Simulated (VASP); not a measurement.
Set up this calculation in VASP 6.6.1, as the native input.

| Property | Result |
| --- | --- |
| Task | single point |
| Functional | LDA |
| Potentials or basis | VASP PAW LDA potentials, release 64 (Al, N) |
| Cutoff | 600 eV |
| k mesh | 4 × 4 × 4 |
| Occupations | fermi-dirac, width 0.02 eV |
| Spin | no spin polarisation |
| Dipole correction | no |
| Further INCAR settings | ALGO = Normal; EDIFF = 1e-06; NBANDS = 11 |

The structure of AlN lies in POSCAR:

```
AlN
1.0
    2.5854596279      0.0000000000      0.0000000000
    0.0000000000      2.5854596279      0.0000000000
    0.0000000000      0.0000000000      2.5854596279
Al N
1 1
Direct
    0.0000000000      0.0000000000      0.0000000000
    0.5000000000      0.5000000000      0.5000000000
```

One way to write it, as run:

INCAR

```
PREC     = Accurate       # precision mode
ENCUT    = 600            # plane-wave cutoff, eV
EDIFF    = 1E-6           # SCF threshold, eV
ISMEAR   = -1             # smearing method
SIGMA    = 0.02           # smearing width, eV
LREAL    = F              # projectors in reciprocal space
LASPH    = T              # aspherical terms in the spheres
NELM     = 120            # most SCF steps
ALGO     = Normal         # electronic algorithm
ISIF     = 2              # what is computed and relaxed
LWAVE    = F              # write WAVECAR
LCHARG   = F              # write CHGCAR
NBANDS   = 11             # bands
GGA_COMPAT= F
```

KPOINTS

```
regular mesh
0
Gamma
  4 4 4
```

Potentials or basis: VASP PAW LDA potentials, release 64 (Al, N).

Launch:

```bash
$ cat potpaw_LDA.64/Al/POTCAR potpaw_LDA.64/N/POTCAR > POTCAR
$ mpirun -np 1 vasp_std > vasp.out
```

It gave:

The pressure is -2.5 GPa and the band gap on the k mesh is zero (band 4 reaches 10.62 eV, above the bottom of band 5 at 10.54 eV).

Caveat: the k points lie up to 0.61 Å⁻¹ apart.

Wall time 1.5 s on 1 thread of Intel(R) Xeon(R) 6975P-C (Granite Rapids), on a shared host, peak memory 0.12 GiB.
